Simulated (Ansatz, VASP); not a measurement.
## Two plane-wave programs on Al

INCAR

```
SYSTEM = Al
PREC = Accurate
ENCUT = 520
EDIFF = 1E-6
ISMEAR = 0
SIGMA = 0.15
LREAL = .FALSE.
LASPH = .TRUE.
NELM = 100
ALGO = Fast
ISIF = 2
LWAVE = .FALSE.
LCHARG = .FALSE.
GGA = PS
IVDW = 12
NBANDS = 10
```

KPOINTS

```
Automatic mesh
0
G
  18 18 10
  0 0 0
```

POSCAR

```
Al
1.0
    2.8124553515      0.0000000000      0.0527335378
   -1.4062276757      2.4356577814     -0.0263667689
    0.0912534375      0.0000000000      4.8668500000
Al
2
Direct
    0.6666666667      0.3333333333      0.7500000000
    0.3333333333      0.6666666667      0.2500000000
```

Input for Ansatz:

```yaml
crystal:
  lattice:
    - [2.8124553515, 0.0, 0.0527335378]
    - [-1.4062276757, 2.4356577814, -0.0263667689]
    - [0.0912534375, 0.0, 4.86685]
  atoms:
    - { symbol: Al, position: [0.6666666667, 0.3333333333, 0.75] }
    - { symbol: Al, position: [0.3333333333, 0.6666666667, 0.25] }
basis:
  ecutwfc: 420
kpoints:
  mp_grid: { grid: [18, 18, 10] }
hamiltonian:
  xc: pbesol
  dispersion: d3bj
scf:
  occupations: { method: gaussian, width: 0.15 }
output:
  forces: true
  stress: true
  eigenvalues: true
```

Change from the starting cell: strain +0.0375 x Voigt [0, 0, 0, 0, 1, 0], atoms carried along.

Alike in both runs: task single point; functional PBEsol; dispersion D3(BJ); k mesh 18 × 18 × 10; occupations gaussian, width 0.15 eV; no spin polarisation.

|  | VASP | Ansatz |
| --- | --- | --- |
| version | VASP 6.6.1 | Ansatz 0.2.0 |
| potentials or method | VASP PAW PBE potentials, release 64 (Al), cutoff 520 eV | scalar-relativistic, plane waves, PAW |
| valence electrons in the cell | 6 | 6 |

|  | VASP | Ansatz | Ansatz less VASP |
| --- | --- | --- | --- |
| gap on the k mesh at the Fermi level (eV) | none | none | - |
| pressure (GPa) | -4.3 | -4.4 | -0.06 |
| traceless stress, the component that is largest in VASP (GPa) | -1.36 | -1.34 | +0.016 |
| rms of the force components (eV/Å) | 0.005 | 0.005 | 0.0000 |

VASP's potentials were made for PBE, not for PBEsol. Atom by atom the forces differ by 0.000 eV/Å (rms over components). A gap of «none» marks a metal or a gap that the smearing closes.
